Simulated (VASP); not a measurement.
Write the native input for VASP 6.6.1 that does the following.

- Task: single point
- Functional: PBEsol
- Potentials or basis: VASP PAW PBE potentials, release 64 (Au)
- Cutoff: 520 eV
- k mesh: 14 × 14 × 8
- Occupations: gaussian, width 0.05 eV
- Spin: no spin polarisation
- Dipole correction: no
- Further INCAR settings: ALGO = Fast; EDIFF = 1e-06; NBANDS = 18

The structure of Au lies in POSCAR:

```
Au
1.0
   -2.8226199300      0.0000000000      0.0000000000
    1.4113099650     -2.5559330250      0.0000000000
    0.0000000000      0.0000000000      4.8931696100
Au
2
Direct
    0.6653279700      0.3306559400      0.2500000000
    0.3065650188      0.6947558377      0.7644660794
```

One way to write it, as run:

INCAR

```
  PREC = Accurate
  ENCUT = 520
  EDIFF = 1E-6
  ISMEAR = 0
  SIGMA = 0.05
  LREAL = False
  LASPH = True
  NELM = 60
  ALGO = Fast
  ISIF = 2
  LWAVE = False
  LCHARG = False
  GGA = PS
  NBANDS = 18
```

KPOINTS

```
Automatic mesh
0
Gamma
  14 14 8
```

Potentials or basis: VASP PAW PBE potentials, release 64 (Au).

Run with:

```console
$ cat potpaw_PBE.64/Au/POTCAR > POTCAR
$ mpirun -np 1 vasp_std > vasp.out
```

Results of the run:

```
Pressure               : -5.0 GPa
Largest force          : 0.429 eV/Å
Band gap on the k mesh : zero (bands 11 and 12 overlap by 6.25 eV)
```

Caveat: the cell stands under tension; the PAW data sets were made with another functional, which shifts forces and pressure a little; spin-orbit coupling is left out, which moves the levels of the heavy elements.

Wall time 4.9 min on 1 thread of Intel(R) Xeon(R) Platinum 8488C (Sapphire Rapids), on a shared host, peak memory 0.49 GiB.
